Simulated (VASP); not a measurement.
# PtSe2 in VASP: single point with PBE

Aim: the single point of PtSe2 with PBE.

Program: VASP 6.6.1. These are calculated values, not measurements. Logs are shortened: lines on timing, memory, paths and dates and some standing lists are left out, and cuts for length are marked.

## 1. The cell of the first run

The cell holds a slab with vacuum, 3 atoms: a = 3.748 Å, b = 3.748 Å, c = 25.232 Å, α = 90.00°, β = 90.00°, γ = 120.00°.

## 2. Single point, PBE, non-collinear spin, zero start, spin-orbit coupling

File INCAR:

```
SYSTEM = PtSe2
PREC = Accurate
ENCUT = 400
EDIFF = 1E-6
ISMEAR = 0
SIGMA = 0.02
LREAL = .FALSE.
LASPH = .TRUE.
NELM = 200
ALGO = Normal
ISIF = 2
LWAVE = .FALSE.
LCHARG = .FALSE.
MAGMOM = 0 0 0 0 0 0 0 0 0
LORBIT = 11
LSORBIT = .TRUE.
GGA_COMPAT = .FALSE.
LORBMOM = .TRUE.
LMAXMIX = 4
LDIPOL = .TRUE.
IDIPOL = 3
DIPOL = 0.5 0.5 0.500
GGA = PE
NBANDS = 35
NELMDL = -8
```

File KPOINTS:

```
Automatic mesh
0
G
  12 12 1
  0 0 0
```

File POSCAR:

```
PtSe2
1.0
    3.7480871460      0.0000000000      0.0000000000
   -1.8740435730      3.2459386840      0.0000000000
    0.0000000000      0.0000000000     25.2318168570
Se Pt
2 1
Direct
    0.6666666667      0.3333333333      0.4481625037
    0.3333333333      0.6666666667      0.5518374963
    0.0000000000      0.0000000000      0.5000000000
```

Potentials or basis: VASP PAW PBE potentials, release 64 (Se, Pt).

Started as:

```console
$ cat potpaw_PBE.64/Se/POTCAR potpaw_PBE.64/Pt/POTCAR > POTCAR
$ mpirun -np 1 vasp_ncl > vasp.out
```

OUTCAR:

```text
SYSTEM = PtSe2
   PREC = Accurate
   ENCUT = 400
   EDIFF = 1E-6
   ISMEAR = 0
   LREAL = .FALSE.
   LASPH = .TRUE.
   NELM = 200
   ISIF = 2
   LORBIT = 11
   LSORBIT = .TRUE.
   GGA = PE
   NELMDL = -8

 ion  position               nearest neighbor table
   1  0.667  0.333  0.448-   3 2.53   3 2.53   3 2.53
   2  0.333  0.667  0.552-   3 2.53   3 2.53   3 2.53
   3  0.000  0.000  0.500-   1 2.53   2 2.53   2 2.53   1 2.53   1 2.53   2 2.53

  LATTYP: Found a hexagonal cell.
 ALAT       =     3.7480871460
 C/A-ratio  =     6.7319184091

  Lattice vectors:

 A1 = (   3.7480871460,   0.0000000000,   0.0000000000)
 A2 = (  -1.8740435730,   3.2459386840,   0.0000000000)
 A3 = (   0.0000000000,   0.0000000000,  25.2318168570)

Analysis of symmetry for initial positions (statically):
=====================================================================
 Subroutine PRICEL returns:
 Original cell was already a primitive cell.

 Routine SETGRP: Setting up the symmetry group for a
 hexagonal supercell.

 Subroutine GETGRP returns: Found 12 space group operations
 (whereof 12 operations were pure point group operations)
 out of a pool of 24 trial point group operations.

The static configuration has the point symmetry D_3d.

Analysis of symmetry for dynamics (positions and initial velocities):
=====================================================================
 Subroutine PRICEL returns:
 Original cell was already a primitive cell.

 Routine SETGRP: Setting up the symmetry group for a
 hexagonal supercell.

 Subroutine GETGRP returns: Found 12 space group operations
 (whereof 12 operations were pure point group operations)
 out of a pool of 24 trial point group operations.

The dynamic configuration has the point symmetry D_3d.

Analysis of structural, dynamic, and magnetic symmetry:
=====================================================================
 Subroutine PRICEL returns:
 Original cell was already a primitive cell.

 Routine SETGRP: Setting up the symmetry group for a
 hexagonal supercell.

 Subroutine GETGRP returns: Found 12 space group operations
 (whereof 12 operations were pure point group operations)
 out of a pool of 24 trial point group operations.

The overall configuration has the point symmetry D_3d.

 Subroutine INISYM returns: Found 12 space group operations
 (whereof 12 operations are pure point group operations),
 and found     1 'primitive' translations

----------------------------------------------------------------------------------------

                                     Primitive cell

  volume of cell :     306.9718

  direct lattice vectors                    reciprocal lattice vectors
     3.748087146  0.000000000  0.000000000     0.266802761  0.154038646  0.000000000
    -1.874043573  3.245938684  0.000000000     0.000000000  0.308077292  0.000000000
     0.000000000  0.000000000 25.231816857     0.000000000  0.000000000  0.039632501

  length of vectors
     3.748087146  3.748087146 25.231816857     0.308077292  0.308077292  0.039632501

  position of ions in fractional coordinates (direct lattice)
     0.666666667  0.333333333  0.448162504
     0.333333333  0.666666667  0.551837496
     0.000000000  0.000000000  0.500000000

  ion indices of the primitive-cell ions
   primitive index   ion index
                 1           1
                 2           2
                 3           3

----------------------------------------------------------------------------------------

 KPOINTS: Automatic mesh

Automatic generation of k-mesh.
 Grid dimensions read from file:
 generate k-points for:   12   12    1

 Generating k-lattice:

[... 97 lines left out ...]

 number of electron      22.0000000 magnetization       0.0000000      0.0000000     -0.0000000

 dipolmoment           0.000000      0.000000      0.000000 electrons x Angstroem

 Free energy of the ion-electron system (eV)
  ---------------------------------------------------
  ext. energy  EPLUGINS =         0.00000000
  ---------------------------------------------------
  free energy    TOTEN  =       -14.69625646 eV

  energy without entropy =      -14.69625646  energy(sigma->0) =      -14.69625646

 E-fermi :  -3.1869     XC(G=0):  -2.6557

 val. band max:       -3.3270706277   @ k =   0.0000   0.0000   0.0000
 cond. band min:      -2.1198964118   @ k =   0.2500   0.0000   0.0000
 fundamental gap:      1.2071742160
 Fermi energy:        -3.1869153543

 k-point     1 :       0.0000    0.0000    0.0000
  band No.  band energies     occupation
      1     -17.4458      1.00000
      2     -17.4458      1.00000
      3     -15.6750      1.00000
      4     -15.6750      1.00000
      5      -8.8336      1.00000
      6      -8.8336      1.00000
[... 692 lines left out ...]
     33       5.2448      0.00000
     34       5.2448      0.00000
 [bands above 34 left out]

------------------------ aborting loop because EDIFF is reached ----------------------------------------

 vacuum level on the upper side and lower side of the slab       (xc-potential included)         0.000         0.000

  FORCE on cell =-STRESS in cart. coord.  units (eV):
  Direction    XX          YY          ZZ          XY          YZ          ZX
  --------------------------------------------------------------------------------------
  -------------------------------------------------------------------------------------
  Total        0.0395297      0.0395297      0.0587957      0.0000000      0.0000000      0.0000000
  in kB        0.2063175      0.2063175      0.3068724      0.0000000      0.0000000      0.0000000
  external PRESSURE =       0.2398358 kB  Pullay stress =       0.0000000 kB

 VOLUME and BASIS-vectors are now :
 -----------------------------------------------------------------------------
  energy-cutoff  :      400.00
  volume of cell :      306.97
      direct lattice vectors                 reciprocal lattice vectors
     3.748087146  0.000000000  0.000000000     0.266802761  0.154038646  0.000000000
    -1.874043573  3.245938684  0.000000000     0.000000000  0.308077292  0.000000000
     0.000000000  0.000000000 25.231816857     0.000000000  0.000000000  0.039632501

 POSITION                                       TOTAL-FORCE (eV/Angst)
 -----------------------------------------------------------------------------------
      1.87404      1.08198     11.30795        -0.000000      0.000000     -0.033543
     -0.00000      2.16396     13.92386         0.000000      0.000000      0.033543
      0.00000      0.00000     12.61591        -0.000000      0.000000      0.000000
 -----------------------------------------------------------------------------------
    total drift:                                0.000000     -0.000000      0.000000

  FREE ENERGIE OF THE ION-ELECTRON SYSTEM (eV)
  ---------------------------------------------------
  free  energy   TOTEN  =       -14.6962564613 eV

  energy  without entropy=      -14.6962564613  energy(sigma->0) =      -14.69625646

 vacuum level on the upper side and lower side of the slab         2.205         2.205

 orbital moment (x)

 # of ion     p       d       tot
 ----------------------------------------
  1         0.000   0.000   0.000
  2         0.000   0.000   0.000
  3        -0.000  -0.000  -0.000
 ----------------------------------------
            0.000   0.000   0.000

 orbital moment (y)

 # of ion     p       d       tot
 ----------------------------------------
  1         0.000   0.000   0.000
  2         0.000   0.000   0.000
  3         0.000   0.000   0.000
 ----------------------------------------
            0.000   0.000   0.000

 orbital moment (z)

 # of ion     p       d       tot
 ----------------------------------------
  1         0.000   0.000   0.000
  2         0.000  -0.000  -0.000
  3         0.000   0.000   0.000
 ----------------------------------------
            0.000  -0.000  -0.000

 Spin-Orbit-Coupling matrix elements

 Ion:    1  E_soc:     -0.0300544
 l=   1
     0.0000000    -0.0052793    -0.0044465
    -0.0052793     0.0000000    -0.0052793
    -0.0044465    -0.0052793     0.0000000
 l=   2
     0.0000000     0.0000011     0.0000000     0.0000011    -0.0000112
     0.0000011     0.0000000    -0.0000067    -0.0000015     0.0000011
     0.0000000    -0.0000067     0.0000000    -0.0000067     0.0000000
     0.0000011    -0.0000015    -0.0000067     0.0000000     0.0000011
    -0.0000112     0.0000011     0.0000000     0.0000011     0.0000000
 l=   3
     0.0000000     0.0000000     0.0000000     0.0000000     0.0000000     0.0000000     0.0000000
     0.0000000     0.0000000     0.0000000     0.0000000     0.0000000     0.0000000     0.0000000
     0.0000000     0.0000000     0.0000000     0.0000000     0.0000000     0.0000000     0.0000000
     0.0000000     0.0000000     0.0000000     0.0000000     0.0000000     0.0000000     0.0000000
[... 29 lines left out ...]
 l=   2
     0.0000000    -0.0199900     0.0000000    -0.0199900    -0.0676929
    -0.0199900     0.0000000    -0.0495487    -0.0247171    -0.0199900
     0.0000000    -0.0495487     0.0000000    -0.0495487     0.0000000
    -0.0199900    -0.0247171    -0.0495487     0.0000000    -0.0199900
    -0.0676929    -0.0199900     0.0000000    -0.0199900     0.0000000
 l=   3
     0.0000000     0.0000000     0.0000000     0.0000000     0.0000000     0.0000000     0.0000000
     0.0000000     0.0000000     0.0000000     0.0000000     0.0000000     0.0000000     0.0000000
     0.0000000     0.0000000     0.0000000     0.0000000     0.0000000     0.0000000     0.0000000
     0.0000000     0.0000000     0.0000000     0.0000000     0.0000000     0.0000000     0.0000000
     0.0000000     0.0000000     0.0000000     0.0000000     0.0000000     0.0000000     0.0000000
     0.0000000     0.0000000     0.0000000     0.0000000     0.0000000     0.0000000     0.0000000
     0.0000000     0.0000000     0.0000000     0.0000000     0.0000000     0.0000000     0.0000000

 total charge

# of ion       s       p       d       tot
------------------------------------------
    1        1.477   2.243   0.055   3.775
    2        1.477   2.243   0.055   3.775
    3        0.672   0.696   7.961   9.329
--------------------------------------------------
tot          3.626   5.183   8.070  16.879

 magnetization (x)

# of ion       s       p       d       tot
------------------------------------------
    1        0.000   0.000  -0.000   0.000
    2        0.000  -0.000   0.000  -0.000
    3       -0.000   0.000   0.000   0.000
--------------------------------------------------
tot          0.000  -0.000  -0.000  -0.000

 magnetization (y)

# of ion       s       p       d       tot
------------------------------------------
    1        0.000   0.000   0.000   0.000
    2        0.000  -0.000   0.000  -0.000
    3        0.000  -0.000   0.000   0.000
--------------------------------------------------
tot          0.000  -0.000   0.000   0.000

 magnetization (z)

# of ion       s       p       d       tot
------------------------------------------
    1        0.000   0.000   0.000   0.000
    2        0.000   0.000   0.000   0.000
    3        0.000  -0.000  -0.000  -0.000
--------------------------------------------------
tot          0.000  -0.000  -0.000  -0.000
```

Run time: 4.7 min. Hardware: 1 thread of Intel Xeon 6975P-C (Granite Rapids), shared host; peak memory 0.77 GiB.

Results:

| Quantity | Value |
| --- | --- |
| Free energy | -14.6963 eV |
| Largest force | 0.034 eV/Å |
| Net moment | 0.00 μB per cell |
| Valence electrons inside the program's atomic spheres | Se 3.77; Pt 9.33 |

Forces in eV/Å, atoms in the order of the input:
```
Se   0.000  0.000 -0.034
Se   0.000  0.000  0.034
Pt   0.000  0.000  0.000
```

Moments on the atoms (μB; x, y, z):
```
Se  0.00 0.00 0.00
Se  0.00 0.00 0.00
Pt  0.00 0.00 0.00
```
